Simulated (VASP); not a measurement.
Here is a VASP 6.6.1 calculation.

Contents of INCAR:

```
SYSTEM = WCl4F2
PREC = Accurate ; ENCUT = 520
EDIFF = 1E-6 ; ISMEAR = 0
SIGMA = 0.1 ; LREAL = .FALSE.
LASPH = .TRUE. ; NELM = 60
ALGO = Normal ; ISIF = 2
LWAVE = .FALSE. ; LCHARG = .TRUE.
GGA = PE ; LELF = .TRUE.
LVHAR = .TRUE. ; NBANDS = 37
```

The input KPOINTS:

```
regular mesh
0
G
  4 4 2
  0 0 0
```

Contents of POSCAR:

```
WCl4F2
1.0
   -6.4015670414     -0.2010639860      0.1602215107
    3.0724976006     -5.9130699698     -0.1309183934
    3.0730154855      2.1121925983      5.8047476727
W Cl F
1 4 2
Direct
    0.0000000000      0.0000000000      0.0000000000
    0.5583563708      0.6865543609      0.7982514164
    0.8821142581      0.1972823328      0.7546069446
    0.1178857419      0.8027176672      0.2453930554
    0.4416436292      0.3134456391      0.2017485836
    0.0780603476      0.8649260740      0.8129916601
    0.9219396524      0.1350739260      0.1870083399
```

Potentials or basis: VASP PAW PBE potentials, release 64 (W_sv, Cl, F).

The run is started by

```console
$ cat potpaw_PBE.64/W_sv/POTCAR potpaw_PBE.64/Cl/POTCAR potpaw_PBE.64/F/POTCAR > POTCAR
$ mpirun -np 1 vasp_std > vasp.out
```

**Question.** Estimate the pressure.

**Answer.** 0.2 GPa.

**Question.** What does it give for the band gap on the k mesh?

**Answer.** 1.82 eV (least direct gap 1.90 eV).

**Question.** Predict the largest force.

**Answer.** 0.375 eV/Å.

Stress tensor (GPa, compression positive):
```
 0.52 -0.17  0.45
-0.17 -0.08 -0.10
 0.45 -0.10  0.18
```

Caveat: the k points lie up to 0.46 Å⁻¹ apart; spin-orbit coupling is left out, which moves the levels of the heavy elements. A k mesh can miss the band edges.
